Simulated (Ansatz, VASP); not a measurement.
# SiC in VASP and in Ansatz

```
Si C
1.0
     3.13752    0.00000    0.00000
    -1.56876    2.71717    0.00000
     0.00000    0.00000    5.04800
Si C
2 2
Direct
  0.33333 0.66667 0.00000
  0.66667 0.33333 0.50000
  0.33333 0.66667 0.38500
  0.66667 0.33333 0.88500
```

Change from the starting cell: equal xx and yy strain of +2 %.

Alike in both runs: task single point; functional PBE; k mesh 15 × 15 × 8; occupations fermi-dirac, width 0.08 eV; no spin polarisation.

```csv
,VASP,Ansatz
version,VASP 6.6.1,Ansatz 0.2.0
potentials or method,"VASP PAW PBE potentials, release 64 (Si, C), cutoff 520 eV","all-electron LAPW, scalar-relativistic"
```

VASP gave:

- pressure (GPa): -5.0
- traceless stress, the component that is largest in VASP (GPa): 4.02
- rms of the force components (eV/Å): 0.330

Q: Estimate Ansatz's values.

A: Pressure (GPa): -4.9; traceless stress, the component that is largest in VASP (GPa): 3.98; rms of the force components (eV/Å): 0.329.

Atom by atom the forces differ by 0.000 eV/Å (rms over components). Ansatz ran all-electron here, and VASP with PAW potentials.
